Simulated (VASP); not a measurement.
Wanted: the native input for a VASP 6.6.1 run.

| Item | Value |
| --- | --- |
| Task | electric field gradients |
| Functional | PBE |
| Potentials or basis | VASP PAW PBE potentials, release 64 (Ta_pv, N) |
| Cutoff | 520 eV |
| k mesh | 9 × 9 × 5 |
| Occupations | fermi-dirac, width 0.01 eV |
| Spin | no spin polarisation |
| Dipole correction | no |
| Further INCAR settings | ALGO = Normal; EDIFF = 1e-08; NBANDS = 24 |

The structure of TaN lies in POSCAR:

```
TaN
1.0
    3.0784819984      0.0000000000      0.0000000000
   -1.5392409992      2.6660436156      0.0000000000
    0.0000000000      0.0000000000      4.9180000000
Ta N
2 2
Direct
    0.0000000000      0.0000000000      0.0000000000
    0.0000000000      0.0000000000      0.5000000000
    0.3333333333      0.6666666667      0.2500000000
    0.6666666667      0.3333333333      0.7500000000
```

This cell differs from its parent crystal: equal xx and yy strain of +1 %.

One way to write it, as run:

INCAR

```
SYSTEM = TaN
ALGO = Normal
EDIFF = 1E-8
ENCUT = 520
GGA = PE
ISIF = 2
ISMEAR = -1
LASPH = .TRUE.
LCHARG = .FALSE.
LEFG = .TRUE.
LREAL = .FALSE.
LWAVE = .FALSE.
NBANDS = 24
NELM = 60
PREC = Accurate
SIGMA = 0.01
```

KPOINTS

```
k-points
0
G
  9 9 5
  0 0 0
```

Potentials or basis: VASP PAW PBE potentials, release 64 (Ta_pv, N).

The run is started by

```bash
$ cat potpaw_PBE.64/Ta_pv/POTCAR potpaw_PBE.64/N/POTCAR > POTCAR
$ mpirun -np 1 vasp_std > vasp.out
```

It gave:

- Pressure: 51.8 GPa
- Band gap on the k mesh: zero (band 16 reaches 10.30 eV, above the bottom of band 17 at 7.79 eV)

Caveat: the cell differs from its parent crystal (equal xx and yy strain of +1 %); without QUAD_EFG the Cq values of the log hold for a quadrupole moment of 1 mb, not for the nuclei; spin-orbit coupling is left out, which moves the levels of the heavy elements.

Run time: 19 s on 1 thread of Intel(R) Xeon(R) Platinum 8488C (Sapphire Rapids), on a shared host, peak memory 0.17 GiB.
